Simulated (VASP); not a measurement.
## Ag: single point with PBE

The system is Ag.

```
Ag
1.0
    -1.66394    1.66394    1.66394
     1.66394   -1.66394    1.66394
     1.66394    1.66394   -1.66394
Ag
1
Direct
  0.00000 0.00000 0.00000
```

```yaml
Program: VASP 6.6.1
Task: single point
Functional: PBE
Potentials_or_basis: VASP PAW PBE potentials, release 64 (Ag)
Cutoff: 520 eV
k_mesh: 16 × 16 × 16
Occupations: fermi-dirac, width 0.05 eV
Spin: no spin polarisation
Dipole_correction: no
Further_INCAR_settings: ALGO = Normal; EDIFF = 1e-06; NBANDS = 12
```

```json
{"Pressure": "-1.9 GPa"}
```

Levels at points of the mesh, in eV from the Fermi level:
```tsv
k point	band 3	band 4	band 5	band 6	band 7	band 8
(0.00, 0.00, 0.00)	-4.68	-4.68	-3.51	-3.51	17.65	17.65
(0.50, 0.00, 0.00)	-3.56	-3.41	-2.63	0.08	3.69	13.02
(0.50, 0.50, 0.50)	-2.84	-2.84	-2.84	6.65	6.65	6.65
```

Run time: 16 s on 1 thread of Intel(R) Xeon(R) Platinum 8488C (Sapphire Rapids), with other jobs on the host, peak memory 0.16 GiB.
